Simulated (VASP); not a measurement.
# Dy2BiP3 (P6/mmm) in VASP: single point with PBE

Aim: the single point of Dy2BiP3 with PBE.

Program: VASP 6.6.1. These are calculated values, not measurements. Logs are shortened: lines on timing, memory, paths and dates and some standing lists are left out, and cuts for length are marked.

## Step 1: The cell of the first run

The structure is hexagonal, space group P6/mmm (No. 191). Conventional cell: a = 6.202 Å, b = 6.202 Å, c = 4.204 Å, α = 90.00°, β = 90.00°, γ = 120.00°. Dy (site symmetry -6m2) has 6 P at 2.76 Å and 3 Bi at 3.58 Å and 3 Dy at 3.58 Å within 3.6 Å. Bi (site symmetry 6/mmm) has 6 Dy at 3.58 Å and 12 P at 3.75 Å and 2 Bi at 4.20 Å within 4.7 Å. P (site symmetry mmm) has 4 Dy at 2.76 Å and 4 P at 3.10 Å within 3.6 Å.

## Step 2: Single point, PBE

File POSCAR:

```
Dy2BiP3
1.0
    6.2015412315      0.0000000000      0.0000000000
   -3.1007706157      5.3706922491      0.0000000000
    0.0000000000      0.0000000000      4.2037981641
Dy Bi P
2 1 3
Direct
    0.3333333333      0.6666666667      0.0000000000
    0.6666666667      0.3333333333      0.0000000000
    0.0000000000      0.0000000000      0.0000000000
    0.5000000000      0.0000000000      0.5000000000
    0.5000000000      0.5000000000      0.5000000000
    0.0000000000      0.5000000000      0.5000000000
```

File INCAR.step1:

```
SYSTEM = Dy2BiP3
PREC = Accurate
ENCUT = 400
EDIFF = 1E-6
ISMEAR = 0
SIGMA = 0.1
LREAL = .False.
LASPH = .True.
NELM = 200
ALGO = Normal
ISIF = 2
LWAVE = .False.
LCHARG = .True.
LMAXMIX = 6
GGA = PE
NBANDS = 33
GGA_COMPAT = .False.
NEDOS = 2001
LORBIT = 11
```

File KPOINTS.step1:

```
regular mesh
0
Gamma
  6 6 10
  0 0 0
```

File INCAR.step2:

```
SYSTEM = Dy2BiP3
PREC = Accurate
ENCUT = 400
EDIFF = 1E-6
ISMEAR = -5
SIGMA = 0.1
LREAL = .False.
LASPH = .True.
NELM = 200
ALGO = Normal
ISIF = 2
LWAVE = .False.
LCHARG = .False.
LMAXMIX = 6
GGA = PE
LORBIT = 10
NEDOS = 1001
ICHARG = 11
GGA_COMPAT = .False.
```

File KPOINTS.step2:

```
regular mesh
0
Gamma
  9 9 15
  0 0 0
```

Potentials or basis: VASP PAW PBE potentials, release 64 (Dy_3, Bi_d, P), 4f in core.

Command:

```sh
$ cat potpaw_PBE.64/Dy_3/POTCAR potpaw_PBE.64/Bi_d/POTCAR potpaw_PBE.64/P/POTCAR > POTCAR
$ cp INCAR.step1 INCAR
$ cp KPOINTS.step1 KPOINTS
$ mpirun -np 1 vasp_std > vasp.out
$ cp INCAR.step2 INCAR
$ cp KPOINTS.step2 KPOINTS
$ mpirun -np 1 vasp_std > vasp.out
```

OUTCAR:

```text
SYSTEM = Dy2BiP3
   PREC = Accurate
   ENCUT = 400
   EDIFF = 1E-6
   ISMEAR = -5
   LREAL = .False.
   LASPH = .True.
   NELM = 200
   ISIF = 2
   GGA = PE
   LORBIT = 10
   ICHARG = 11

 ion  position               nearest neighbor table
   1  0.333  0.667  0.000-   4 2.76   4 2.76   6 2.76   6 2.76   5 2.76   5 2.76   3 3.58   2 3.58
                             2 3.58   3 3.58   3 3.58   2 3.58
   2  0.667  0.333  0.000-   4 2.76   4 2.76   6 2.76   6 2.76   5 2.76   5 2.76   3 3.58   1 3.58
                             1 3.58   3 3.58   3 3.58   1 3.58
   3  0.000  0.000  0.000-   1 3.58   2 3.58   1 3.58   2 3.58   2 3.58   1 3.58
   4  0.500  0.000  0.500-   1 2.76   2 2.76   1 2.76   2 2.76
   5  0.500  0.500  0.500-   1 2.76   2 2.76   1 2.76   2 2.76
   6  0.000  0.500  0.500-   1 2.76   2 2.76   1 2.76   2 2.76

  LATTYP: Found a hexagonal cell.
 ALAT       =     6.2015412315
 C/A-ratio  =     0.6778634548

  Lattice vectors:

 A1 = (   6.2015412315,   0.0000000000,   0.0000000000)
 A2 = (  -3.1007706157,   5.3706922491,   0.0000000000)
 A3 = (   0.0000000000,   0.0000000000,   4.2037981641)

Analysis of symmetry for initial positions (statically):
=====================================================================
 Subroutine PRICEL returns:
 Original cell was already a primitive cell.

 Routine SETGRP: Setting up the symmetry group for a
 hexagonal supercell.

 Subroutine GETGRP returns: Found 24 space group operations
 (whereof 24 operations were pure point group operations)
 out of a pool of 24 trial point group operations.

The static configuration has the point symmetry D_6h.

Analysis of symmetry for dynamics (positions and initial velocities):
=====================================================================
 Subroutine PRICEL returns:
 Original cell was already a primitive cell.

 Routine SETGRP: Setting up the symmetry group for a
 hexagonal supercell.

 Subroutine GETGRP returns: Found 24 space group operations
 (whereof 24 operations were pure point group operations)
 out of a pool of 24 trial point group operations.

The dynamic configuration has the point symmetry D_6h.

 Subroutine INISYM returns: Found 24 space group operations
 (whereof 24 operations are pure point group operations),
 and found     1 'primitive' translations

----------------------------------------------------------------------------------------

                                     Primitive cell

  volume of cell :     140.0141

  direct lattice vectors                    reciprocal lattice vectors
     6.201541232  0.000000000  0.000000000     0.161250238  0.093097868  0.000000000
    -3.100770616  5.370692249  0.000000000     0.000000000  0.186195737  0.000000000
     0.000000000  0.000000000  4.203798164     0.000000000  0.000000000  0.237880117

  length of vectors
     6.201541232  6.201541231  4.203798164     0.186195737  0.186195737  0.237880117

  position of ions in fractional coordinates (direct lattice)
     0.333333333  0.666666667  0.000000000
     0.666666667  0.333333333  0.000000000
     0.000000000  0.000000000  0.000000000
     0.500000000  0.000000000  0.500000000
     0.500000000  0.500000000  0.500000000
     0.000000000  0.500000000  0.500000000

  ion indices of the primitive-cell ions
   primitive index   ion index
                 1           1
                 2           2
                 3           3
                 4           4
                 5           5
                 6           6

----------------------------------------------------------------------------------------

 KPOINTS: regular mesh

Automatic generation of k-mesh.
 Grid dimensions read from file:
 generate k-points for:    9    9   15

 Generating k-lattice:

  Cartesian coordinates                     Fractional coordinates (reciprocal lattice)
     0.017916693  0.010344208  0.000000000     0.111111111  0.000000000  0.000000000
     0.000000000  0.020688415  0.000000000     0.000000000  0.111111111  0.000000000
     0.000000000  0.000000000  0.015858674     0.000000000  0.000000000  0.066666667

  Length of vectors
     0.020688415  0.020688415  0.015858674

  Shift w.r.t. Gamma in fractional coordinates (k-lattice)
     0.000000000  0.000000000  0.000000000

 TETIRR: Found   1191 inequivalent tetrahedra from     7290

 Subroutine IBZKPT returns following result:
 ===========================================

 Found     96 irreducible k-points:

 Following reciprocal coordinates:
            Coordinates               Weight
  0.000000  0.000000  0.000000      1.000000
  0.111111 -0.000000  0.000000      6.000000
  0.222222 -0.000000  0.000000      6.000000
  0.333333 -0.000000  0.000000      6.000000
  0.444444 -0.000000  0.000000      6.000000
  0.111111  0.111111  0.000000      6.000000
[... 16 lines left out ...]
  0.333333  0.222222  0.066667     24.000000
  0.333333  0.333333  0.066667      4.000000
 [... further k-points ...]
   k-points           NKPTS =     96   k-points in BZ     NKDIM =     96   number of bands    NBANDS=     28
   number of dos      NEDOS =   1001   number of ions     NIONS =      6
   total plane-waves  NPLWV =  44800
   dimension x,y,z NGX =    40 NGY =   40 NGZ =   28
   dimension x,y,z NGXF=    80 NGYF=   80 NGZF=   56
   ions per type =               2   1   3
   NGX,Y,Z   is equivalent  to a cutoff of  10.72, 10.72, 11.07 a.u.
   NGXF,Y,Z  is equivalent  to a cutoff of  21.45, 21.45, 22.15 a.u.
 SYSTEM =  Dy2BiP3
   PREC   = accura    normal or accurate (medium, high low for compatibility)
   ISTART =      0    job   : 0-new  1-cont  2-samecut
   ICHARG =     11    charge: 1-file 2-atom 10-const
   ISPIN  =      1    spin polarized calculation?
   LNONCOLLINEAR =      F non collinear calculations
   LSORBIT =      F    spin-orbit coupling
   LASPH  =      T    aspherical Exc in radial PAW
   ENCUT  =  400.0 eV  29.40 Ry    5.42 a.u.  10.11 10.11  6.86*2*pi/ulx,y,z
   NELM   =    200;   NELMIN=  2; NELMDL=  0     # of ELM steps
   EDIFF  = 0.1E-05   stopping-criterion for ELM
   LREAL  =      F    real-space projection
   EDIFFG = 0.1E-04   stopping-criterion for IOM
   NSW    =      0    number of steps for IOM
   IBRION =     -1    ionic relax: 0-MD 1-quasi-New 2-CG
   NFREE  =      0    steps in history (QN), initial steepest desc. (CG)
   ISIF   =      2    stress and relaxation
   ISYM   =      2    0-nonsym 1-usesym 2-fastsym
   POTIM  = 0.5000    time-step for ionic-motion
   TEBEG  =    0.0;   TEEND  =   0.0 temperature during run
   PSTRESS=    0.0 pullay stress
   NELECT =      48.0000    total number of electrons
   NUPDOWN=      -1.0000    fix difference up-down
   EMIN   =  10.00;   EMAX   =-10.00  energy-range for DOS
   EFERMI =   0.00;   METHOD = LEGACY
   ISMEAR =    -5;   SIGMA  =   0.10  broadening in eV -4-tet -1-fermi 0-gaus
   EFERMI_NEDOS =   21; number of points for ismear=-14 and -15
   IALGO  =     38    algorithm
   IMIX   =      4    mixing-type and parameters
     AMIX     =   0.40;   BMIX     =  1.00
     AMIX_MAG =   1.60;   BMIX_MAG =  1.00
  volume/ion in A,a.u.               =      23.34       157.48
  Fermi-wavevector in a.u.,A,eV,Ry     =   1.145771  2.165194 17.861622  1.312792
  Thomas-Fermi vector in A             =   2.282459
   LORBIT       =     10    0 simple, 1 ext, 2 COOP (PROOUT), +10 PAW based schemes
   GGA     = PE    functional components
   LHFCALC =     F    Hartree Fock is set to
   AEXX    =    0.0000 exact exchange contribution
   IVDW    =     0    specifies the selected vdW correction
   LEPSILON=     F    determine dielectric tensor
   LRPA    =     F    only Hartree local field effects (RPA)
 non-spin polarized calculation
 Fermi weights with tetrahedron method with Bloechl corrections
  energy-cutoff  :      400.00
  volume of cell :      140.01
 maximum number of plane-waves:      2568

 number of electron      48.0000008 magnetization

 Free energy of the ion-electron system (eV)
  ---------------------------------------------------
  ext. energy  EPLUGINS =         0.00000000
  ---------------------------------------------------
  free energy    TOTEN  =       -32.71733495 eV

  energy without entropy =      -32.71733495  energy(sigma->0) =      -32.71733495

 E-fermi :   5.6354     XC(G=0): -10.2960

 val. band max:        5.6707687628   @ k =   0.1111   0.1111   0.0667
 cond. band min:       5.5426094649   @ k =   0.3333   0.3333   0.4667
 fundamental gap:     -0.1281592979
 Fermi energy:         5.6354296785

 k-point     1 :       0.0000    0.0000    0.0000
  band No.  band energies     occupation
      1     -17.4389      2.00000
      2     -17.4389      2.00000
      3     -17.2483      2.00000
      4     -17.2311      2.00000
      5     -17.1772      2.00000
      6     -17.1772      2.00000
[... 20 lines left out ...]
     27       7.7180      0.00000
     28       7.7265      0.00000

 k-point     2 :       0.1111   -0.0000    0.0000
  band No.  band energies     occupation
      1     -17.4375      2.00000
      2     -17.4281      2.00000
      3     -17.2471      2.00000
      4     -17.2365      2.00000
      5     -17.1772      2.00000
      6     -17.1762      2.00000
[... 674 lines left out ...]
 k-point    24 :       0.3333    0.3333    0.0667
  band No.  band energies     occupation
      1     -17.4574      2.00000
      2     -17.2826      2.00000
      3     -17.2826      2.00000
      4     -17.2203      2.00000
      5     -17.2203      2.00000
      6     -17.2088      2.00000
[... 20 lines left out ...]
     27       6.5456      0.00000
     28       8.5395      0.00000

 [... further k-points ...]

------------------------ aborting loop because EDIFF is reached ----------------------------------------

  FORCE on cell =-STRESS in cart. coord.  units (eV):
  Direction    XX          YY          ZZ          XY          YZ          ZX
  --------------------------------------------------------------------------------------
  -------------------------------------------------------------------------------------
  Total        0.3828689      0.3828689      1.0327670      0.0000000      0.0000000      0.0000000
  in kB        4.3811585      4.3811585     11.8179231      0.0000000      0.0000000      0.0000000
  external PRESSURE =       6.8600800 kB  Pullay stress =       0.0000000 kB

 VOLUME and BASIS-vectors are now :
 -----------------------------------------------------------------------------
  energy-cutoff  :      400.00
  volume of cell :      140.01
      direct lattice vectors                 reciprocal lattice vectors
     6.201541232  0.000000000  0.000000000     0.161250238  0.093097868  0.000000000
    -3.100770616  5.370692249  0.000000000     0.000000000  0.186195737  0.000000000
     0.000000000  0.000000000  4.203798164     0.000000000  0.000000000  0.237880117

 POSITION                                       TOTAL-FORCE (eV/Angst)
 -----------------------------------------------------------------------------------
     -0.00000      3.58046      0.00000         0.000000      0.000000      0.000000
      3.10077      1.79023      0.00000        -0.000000      0.000000      0.000000
      0.00000      0.00000      0.00000         0.000000      0.000000      0.000000
      3.10077      0.00000      2.10190         0.000000      0.000000      0.000000
      1.55039      2.68535      2.10190         0.000000      0.000000      0.000000
     -1.55039      2.68535      2.10190         0.000000      0.000000      0.000000
 -----------------------------------------------------------------------------------
    total drift:                                0.000000     -0.000000     -0.000000

  FREE ENERGIE OF THE ION-ELECTRON SYSTEM (eV)
  ---------------------------------------------------
  free  energy   TOTEN  =       -32.7173349516 eV

  energy  without entropy=      -32.7173349516  energy(sigma->0) =      -32.71733495

 total charge

# of ion       s       p       d       tot
------------------------------------------
    1        0.322   6.653   1.411   8.386
    2        0.322   6.653   1.411   8.386
    3        1.537   1.267   9.899  12.703
    4        1.087   1.372   0.000   2.459
    5        1.087   1.372   0.000   2.459
    6        1.087   1.372   0.000   2.459
--------------------------------------------------
tot          5.444  18.689  12.720  36.852
```

Run time: 2.7 min. Hardware: 1 thread of AMD EPYC 9R45 (Zen 5), shared host; peak memory 0.35 GiB.

Results:

| Item | Value |
| --- | --- |
| Valence electrons inside the program's atomic spheres | Dy 8.39; Bi 12.70; P 2.46 |

Caveat: spin-orbit coupling is left out, which moves the levels of the heavy elements; the 4f electrons are frozen in the core, so they carry no moment and show no levels; tetrahedron occupations give inexact forces and stress in metals.
